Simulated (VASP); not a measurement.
Ta:

```
Ta
1.0
     2.90037    0.00000    0.00000
    -1.45019    2.51180    0.00000
     0.00000    0.00000    5.16627
Ta
2
Direct
  0.33333 0.66667 0.25000
  0.66667 0.33333 0.75000
```

This isn't the form of Ta at room conditions, which is bcc.

Program: VASP 6.6.1. Alike in all runs: task single point; cell as given; cutoff (eV) 520; smearing fermi-dirac 0.05 eV.

Q: Order these runs on this cell by their pressure, lowest first.
A. level PBEsol-based global hybrid with 25 % exact exchange; potentials or basis VASP PAW PBE potentials, release 64 (Ta_pv); spin off; k mesh 6 × 6 × 3; grid for exact exchange (PRECFOCK) Normal; share of exact exchange 0.25
B. level LDA; potentials or basis VASP PAW LDA potentials, release 64 (Ta_pv); spin off; k mesh 11 × 11 × 5
C. level PBE; potentials or basis VASP PAW PBE potentials, release 64 (Ta_pv); spin non-collinear, zero start, SOC; k mesh 8 × 8 × 4
D. level PBEsol; potentials or basis VASP PAW PBE potentials, release 64 (Ta_pv); spin non-collinear, zero start, SOC; k mesh 11 × 11 × 5
E. level PBE0; potentials or basis VASP PAW PBE potentials, release 64 (Ta_pv); spin off; k mesh 6 × 6 × 3; grid for exact exchange (PRECFOCK) Normal; share of exact exchange 0.25

A: B (-11.3 GPa), A (-9.6 GPa), D (-7.4 GPa), E (-5.1 GPa), C (-0.9 GPa).

Caveats: some runs use coarse meshes; the PAW data sets were made with another functional, which shifts forces and pressure a little (at least some runs); the cell stands under tension (at least some runs).
